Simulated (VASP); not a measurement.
# LiDy4Ru (P4mm) in VASP: notebook

LiDy4Ru is run at these levels: PBE; tasks: single point.

Everything below comes from runs of VASP 6.6.1. Logs are shortened: lines on timing, memory, paths and dates and some standing lists are left out, and cuts for length are marked.

## 1. The cell of the first run

The structure is tetragonal, space group P4mm (No. 99). Conventional cell: a = 3.486 Å, b = 3.486 Å, c = 12.234 Å, α = 90.00°, β = 90.00°, γ = 90.00°. Within 3.5 Å of Li (site symmetry 4mm) lie 4 Ru at 2.68 Å and 5 Dy at 2.70 to 2.99 Å and 4 Li at 3.49 Å. Dy (site symmetry 4mm) has 1 Ru at 2.75 Å and 4 Li at 2.99 Å and 8 Dy at 3.49 to 3.54 Å within 3.6 Å. Dy (site symmetry 4mm) has 1 Li at 2.70 Å and 4 Ru at 2.96 Å and 4 Dy at 3.49 Å within 3.6 Å. Dy (site symmetry 4mm) has 12 Dy at 3.47 to 3.78 Å and 1 Ru at 4.51 Å within 4.6 Å. Within 4.6 Å of Dy (site symmetry 4mm) lie 12 Dy at 3.47 to 3.54 Å and 1 Li at 4.22 Å. Within 3.5 Å of Ru (site symmetry 4mm) lie 4 Li at 2.68 Å and 5 Dy at 2.75 to 2.96 Å and 4 Ru at 3.49 Å.

The cell was generated, and may not be a known phase.

## 2. Single point, PBE

File INCAR:

```
PREC = Accurate
ENCUT = 750
EDIFF = 1E-6
ISMEAR = 0
SIGMA = 0.1
LREAL = F
LASPH = T
NELM = 200
ALGO = Normal
ISIF = 2
LWAVE = F
LCHARG = T
GGA = PE
LELF = T
LVHAR = T
NBANDS = 36
GGA_COMPAT = F
LMAXMIX = 6
```

File KPOINTS:

```
Automatic mesh
0
Gamma
  10 10 4
```

File POSCAR:

```
LiDy4Ru
1.0
    3.4857090844      0.0000000000      0.0000000000
    0.0000000000      3.4857090844      0.0000000000
    0.0000000000      0.0000000000     12.2342167970
Li Dy Ru
1 4 1
Direct
    0.0000000000      0.0000000000      0.4534750212
    0.5000000000      0.5000000000      0.3154339191
    0.0000000000      0.0000000000      0.6740867886
    0.5000000000      0.5000000000      0.9087020492
    0.0000000000      0.0000000000      0.1081503991
    0.5000000000      0.5000000000      0.5401507927
```

Potentials or basis: VASP PAW PBE potentials, release 64 (Li_sv, Dy_3, Ru_pv), 4f in core.

Launch:

```console
cat potpaw_PBE.64/Li_sv/POTCAR potpaw_PBE.64/Dy_3/POTCAR potpaw_PBE.64/Ru_pv/POTCAR > POTCAR
mpirun -np 1 vasp_std > vasp.out
```

OUTCAR:

```text
PREC = Accurate
   ENCUT = 750
   EDIFF = 1E-6
   ISMEAR = 0
   LREAL = F
   LASPH = T
   NELM = 200
   ISIF = 2
   GGA = PE

 ion  position               nearest neighbor table
   1  0.000  0.000  0.453-   6 2.68   6 2.68   6 2.68   6 2.68   3 2.70   2 2.99   2 2.99   2 2.99
                             2 2.99
   2  0.500  0.500  0.315-   6 2.75   1 2.99   1 2.99   1 2.99   1 2.99   5 3.54   5 3.54   5 3.54
                             5 3.54
   3  0.000  0.000  0.674-   1 2.70   6 2.96   6 2.96   6 2.96   6 2.96   4 3.78   4 3.78   4 3.78
                             4 3.78
   4  0.500  0.500  0.909-   5 3.47   5 3.47   5 3.47   5 3.47   3 3.78   3 3.78   3 3.78   3 3.78

   5  0.000  0.000  0.108-   4 3.47   4 3.47   4 3.47   4 3.47   2 3.54   2 3.54   2 3.54   2 3.54

   6  0.500  0.500  0.540-   1 2.68   1 2.68   1 2.68   1 2.68   2 2.75   3 2.96   3 2.96   3 2.96
                             3 2.96

  LATTYP: Found a simple tetragonal cell.
 ALAT       =     3.4857090844
 C/A-ratio  =     3.5098215315

  Lattice vectors:

 A1 = (   3.4857090844,   0.0000000000,   0.0000000000)
 A2 = (   0.0000000000,   3.4857090844,   0.0000000000)
 A3 = (   0.0000000000,   0.0000000000,  12.2342167970)

Analysis of symmetry for initial positions (statically):
=====================================================================
 Subroutine PRICEL returns:
 Original cell was already a primitive cell.

 Routine SETGRP: Setting up the symmetry group for a
 simple tetragonal supercell.

 Subroutine GETGRP returns: Found  8 space group operations
 (whereof  8 operations were pure point group operations)
 out of a pool of 16 trial point group operations.

The static configuration has the point symmetry C_4v.

Analysis of symmetry for dynamics (positions and initial velocities):
=====================================================================
 Subroutine PRICEL returns:
 Original cell was already a primitive cell.

 Routine SETGRP: Setting up the symmetry group for a
 simple tetragonal supercell.

 Subroutine GETGRP returns: Found  8 space group operations
 (whereof  8 operations were pure point group operations)
 out of a pool of 16 trial point group operations.

The dynamic configuration has the point symmetry C_4v.

 Subroutine INISYM returns: Found  8 space group operations
 (whereof  8 operations are pure point group operations),
 and found     1 'primitive' translations

[... 101 lines left out ...]
   NELM   =    200;   NELMIN=  2; NELMDL= -5     # of ELM steps
   EDIFF  = 0.1E-05   stopping-criterion for ELM
   LREAL  =      F    real-space projection
   EDIFFG = 0.1E-04   stopping-criterion for IOM
   NSW    =      0    number of steps for IOM
   IBRION =     -1    ionic relax: 0-MD 1-quasi-New 2-CG
   NFREE  =      0    steps in history (QN), initial steepest desc. (CG)
   ISIF   =      2    stress and relaxation
   ISYM   =      2    0-nonsym 1-usesym 2-fastsym
   POTIM  = 0.5000    time-step for ionic-motion
   TEBEG  =    0.0;   TEEND  =   0.0 temperature during run
   PSTRESS=    0.0 pullay stress
   NELECT =      53.0000    total number of electrons
   NUPDOWN=      -1.0000    fix difference up-down
   EMIN   =  10.00;   EMAX   =-10.00  energy-range for DOS
   EFERMI =   0.00;   METHOD = LEGACY
   ISMEAR =     0;   SIGMA  =   0.10  broadening in eV -4-tet -1-fermi 0-gaus
   EFERMI_NEDOS =   21; number of points for ismear=-14 and -15
   IALGO  =     38    algorithm
   IMIX   =      4    mixing-type and parameters
     AMIX     =   0.40;   BMIX     =  1.00
     AMIX_MAG =   1.60;   BMIX_MAG =  1.00
  volume/ion in A,a.u.               =      24.77       167.19
  Fermi-wavevector in a.u.,A,eV,Ry     =   1.160862  2.193711 18.335223  1.347601
  Thomas-Fermi vector in A             =   2.297440
   LORBIT       =      0    0 simple, 1 ext, 2 COOP (PROOUT), +10 PAW based schemes
   GGA     = PE    functional components
   LHFCALC =     F    Hartree Fock is set to
   AEXX    =    0.0000 exact exchange contribution
   IVDW    =     0    specifies the selected vdW correction
   LEPSILON=     F    determine dielectric tensor
   LRPA    =     F    only Hartree local field effects (RPA)
 non-spin polarized calculation
 Gauss-broadening in eV      SIGMA  =   0.10
  energy-cutoff  :      750.00
  volume of cell :      148.65
 maximum number of plane-waves:      6980
 NGX is ok and might be reduce to    32
   NGX = 15   NGY = 15   NGZ = 55

 number of electron      53.0000005 magnetization

 Free energy of the ion-electron system (eV)
  ---------------------------------------------------
  ext. energy  EPLUGINS =         0.00000000
  ---------------------------------------------------
  free energy    TOTEN  =       -29.18757154 eV

  energy without entropy =      -29.15381734  energy(sigma->0) =      -29.17069444

 E-fermi :   3.9466     XC(G=0): -10.2137

 val. band max:        3.9454790802   @ k =   0.2000   0.2000   0.2500
 cond. band min:       3.9492546281   @ k =   0.5000   0.2000   0.2500
 fundamental gap:      0.0037755479
 Fermi energy:         3.9466387891

 k-point     1 :       0.0000    0.0000    0.0000
  band No.  band energies     occupation
      1     -41.1492      2.00000
      2     -37.7640      2.00000
      3     -37.7435      2.00000
      4     -37.7435      2.00000
      5     -19.5661      2.00000
      6     -19.2998      2.00000
[... 925 lines left out ...]
     35       6.4948      0.00000
     36       6.8029      0.00000

 [... further k-points ...]
[... 5 lines left out ...]
  --------------------------------------------------------------------------------------
  -------------------------------------------------------------------------------------
  Total        0.2776268      0.2776268      0.3342182      0.0000000      0.0000000      0.0000000
  in kB        2.9923577      2.9923577      3.6023193      0.0000000      0.0000000      0.0000000
  external PRESSURE =       3.1956782 kB  Pullay stress =       0.0000000 kB

 VOLUME and BASIS-vectors are now :
 -----------------------------------------------------------------------------
  energy-cutoff  :      750.00
  volume of cell :      148.65
      direct lattice vectors                 reciprocal lattice vectors
     3.485709084  0.000000000  0.000000000     0.286885674  0.000000000  0.000000000
     0.000000000  3.485709084  0.000000000     0.000000000  0.286885674  0.000000000
     0.000000000  0.000000000 12.234216797     0.000000000  0.000000000  0.081737966

 POSITION                                       TOTAL-FORCE (eV/Angst)
 -----------------------------------------------------------------------------------
      0.00000      0.00000      5.54791         0.000000      0.000000      0.008737
      1.74285      1.74285      3.85909         0.000000      0.000000      0.004469
      0.00000      0.00000      8.24692         0.000000      0.000000     -0.018291
      1.74285      1.74285     11.11726         0.000000      0.000000     -0.014536
      0.00000      0.00000      1.32314         0.000000      0.000000      0.004926
      1.74285      1.74285      6.60832         0.000000     -0.000000      0.014694
 -----------------------------------------------------------------------------------
    total drift:                                0.000000     -0.000000      0.000146

  FREE ENERGIE OF THE ION-ELECTRON SYSTEM (eV)
  ---------------------------------------------------
  free  energy   TOTEN  =       -29.1875715407 eV

  energy  without entropy=      -29.1538173379  energy(sigma->0) =      -29.17069444
```

stdout:

```text
POSCAR found type information on POSCAR LiDyRu
 POSCAR found :  3 types and       6 ions
 scaLAPACK will be used
 LDA part: xc-table for (Slater+PW92), standard interpolation
 POSCAR, INCAR and KPOINTS ok, starting setup
 FFT: planning ... GRIDC
 FFT: planning ... GRID_SOFT
 FFT: planning ... GRID
 WAVECAR not read
 entering main loop
```

It took 5.8 min on 1 thread of Intel Xeon 6975P-C (Granite Rapids), shared host; peak memory 0.67 GiB.

Results:

```yaml
Free_energy: -29.1876 eV
Pressure: 0.3 GPa
Largest_force: 0.018 eV/Å
Band_gap_on_the_k_mesh: zero (an odd number of electrons rules out a gap without spin polarisation)
```

Forces on the atoms (eV/Å):
```
Li   0.000  0.000  0.009
Dy   0.000  0.000  0.004
Dy   0.000  0.000 -0.018
Dy   0.000  0.000 -0.015
Dy   0.000  0.000  0.005
Ru   0.000  0.000  0.015
```

Levels at points of the mesh, in eV from the Fermi level:
| k point | band 25 | band 26 | band 27 | band 28 | band 29 | band 30 |
| --- | --- | --- | --- | --- | --- | --- |
| (0.00, 0.00, 0.00) | -0.82 | -0.50 | -0.39 | -0.11 | 1.15 | 1.24 |
| (0.50, 0.00, 0.00) | -0.77 | 0.08 | 0.48 | 0.75 | 0.80 | 0.99 |
| (0.50, 0.50, 0.00) | -0.93 | 0.03 | 0.07 | 0.07 | 0.49 | 0.49 |
| (0.00, 0.00, 0.50) | -0.85 | -0.72 | -0.39 | 0.03 | 0.87 | 1.40 |
| (0.50, 0.00, 0.50) | -0.97 | 0.12 | 0.49 | 0.73 | 0.84 | 1.13 |
| (0.50, 0.50, 0.50) | -0.68 | -0.51 | -0.51 | 0.30 | 0.50 | 1.21 |

Caveat: spin-orbit coupling is left out, which moves the levels of the heavy elements; the 4f electrons are frozen in the core, so they carry no moment and show no levels.

## 3. Single point, PBE

File INCAR:

```
SYSTEM = LiDy4Ru
  PREC = Accurate
  ENCUT = 750
  EDIFF = 1E-6
  ISMEAR = 0
  SIGMA = 0.1
  LREAL = .FALSE.
  LASPH = .TRUE.
  NELM = 200
  ALGO = Normal
  ISIF = 2
  LWAVE = .FALSE.
  LCHARG = .TRUE.
  GGA = PE
  LELF = .TRUE.
  LVHAR = .TRUE.
  NBANDS = 36
  GGA_COMPAT = .FALSE.
  LMAXMIX = 6
```

File KPOINTS:

```
Automatic mesh
0
G
  10 10 4
  0 0 0
```

POSCAR is that of step 2.

Potentials or basis: VASP PAW PBE potentials, release 64 (Li_sv, Dy_3, Ru_pv), 4f in core.

Launch:

```console
cat potpaw_PBE.64/Li_sv/POTCAR potpaw_PBE.64/Dy_3/POTCAR potpaw_PBE.64/Ru_pv/POTCAR > POTCAR
mpirun -np 1 vasp_std > vasp.out
```

Wall time 5.9 min (1 thread of Intel Xeon 6975P-C (Granite Rapids), shared host); peak memory 0.67 GiB.

The run converged. Its results:

```
Free energy            : -29.1876 eV
Pressure               : 0.3 GPa
Largest force          : 0.018 eV/Å
Band gap on the k mesh : zero (an odd number of electrons rules out a gap without spin polarisation)
```

Forces on the atoms (eV/Å):
```
Li   0.000  0.000  0.009
Dy   0.000  0.000  0.004
Dy   0.000  0.000 -0.018
Dy   0.000  0.000 -0.015
Dy   0.000  0.000  0.005
Ru   0.000  0.000  0.015
```

Levels at points of the mesh, in eV from the Fermi level:
```
           k point  band 24  band 25  band 26  band 27  band 28  band 29  band 30  band 31
(0.00, 0.00, 0.00)    -0.85    -0.82    -0.50    -0.39    -0.11     1.15     1.24     1.47
(0.50, 0.00, 0.00)    -1.05    -0.77     0.08     0.48     0.75     0.80     0.99     1.12
(0.50, 0.50, 0.00)    -0.93    -0.93     0.03     0.07     0.07     0.49     0.49     0.50
(0.00, 0.00, 0.50)    -0.85    -0.85    -0.72    -0.39     0.03     0.87     1.40     1.66
(0.50, 0.00, 0.50)    -1.06    -0.97     0.12     0.49     0.73     0.84     1.13     1.14
(0.50, 0.50, 0.50)    -0.68    -0.68    -0.51    -0.51     0.30     0.50     1.21     1.21
```

Caveat: spin-orbit coupling is left out, which moves the levels of the heavy elements; the 4f electrons are frozen in the core, so they carry no moment and show no levels.
